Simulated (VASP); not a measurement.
A run of VASP 6.6.1:

INCAR

```
ALGO = Normal ; EDIFF = 1E-6
EDIFFG = -0.04 ; ENCUT = 600
GGA = PE ; IBRION = 2
ISIF = 3 ; ISMEAR = 0
LASPH = T ; LCHARG = F
LREAL = F ; LWAVE = F
NELM = 60 ; NSW = 90
PREC = Accurate ; SIGMA = 0.1
```

KPOINTS

```
k-points
0
Gamma
  6 6 4
```

File POSCAR:

```
YF5
1.0
    4.0437048400      0.0000000000      0.0000000000
   -2.0218524200      3.5019511200      0.0000000000
    0.0000000000      0.0000000000      6.1754549000
Y F
1 5
Direct
    0.0000000000      0.0000000000      0.0000000000
    0.5000000000      0.0000000000      0.5000000000
    0.0000000000      0.5000000000      0.5000000000
    0.5000000000      0.5000000000      0.5000000000
    0.0000000000      0.0000000000      0.5768766300
    0.0000000000      0.0000000000      0.4231233700
```

Potentials or basis: VASP PAW PBE potentials, release 64 (Y_sv, F).

Run with:

```bash
$ cat potpaw_PBE.64/Y_sv/POTCAR potpaw_PBE.64/F/POTCAR > POTCAR
$ mpirun -np 1 vasp_std > vasp.out
```

Hardware: 1 thread of Intel(R) Xeon(R) 6975P-C (Granite Rapids), on a shared host.

Q: How long does it take, and how much memory?

A: Wall time 18 min on 1 thread of Intel(R) Xeon(R) 6975P-C (Granite Rapids), with other jobs on the host, peak memory 0.27 GiB. Counts: scf iterations 567, k points 21, ion steps 44.
